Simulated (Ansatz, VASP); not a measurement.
# Zr3Sb4 in VASP and in Ansatz

```
CELL_PARAMETERS angstrom
5.72516 0.00000 0.00000
0.00000 5.72516 0.00000
0.00000 0.00000 5.72516
ATOMIC_POSITIONS crystal
Zr 0.00000 0.00000 0.50000
Zr 0.50000 0.00000 0.00000
Zr 0.00000 0.50000 0.00000
Sb 0.28429 0.71571 0.28429
Sb 0.71571 0.28429 0.28429
Sb 0.28429 0.28429 0.71571
Sb 0.71571 0.71571 0.71571
```

Change from the starting cell: species swapped into the Sn3As4 type (P-43m, No. 215).

Alike in both runs: task relaxation of cell and atoms; functional PBE; k mesh 4 × 4 × 4; occupations gaussian, width 0.1 eV; no spin polarisation.

```csv
,VASP,Ansatz
version,VASP 6.6.1,Ansatz 0.2.0
potentials or method,"VASP PAW PBE potentials, release 64 (Zr_sv, Sb), cutoff 600 eV","scalar-relativistic, plane waves, PAW"
valence electrons in the cell,56,96
```

```tsv
	VASP	Ansatz	Ansatz less VASP
gap on the k mesh at the Fermi level, each at its own relaxed structure (eV)	0.70	0.71	+0.008
relaxed volume (Å³/atom)	35.67	35.55	-0.112
relaxed length of the cell vector where the two differ most in proportion (Å)	6.297	6.290	-0.0066
```

VASP's potentials hold 56 valence electrons a cell and Ansatz's 96, so a difference there can come from the potentials and not from the codes.

Spin-orbit coupling is off throughout. Noted on VASP's run: the volume moved by over 15 % at a fixed basis, so the end points are rough.
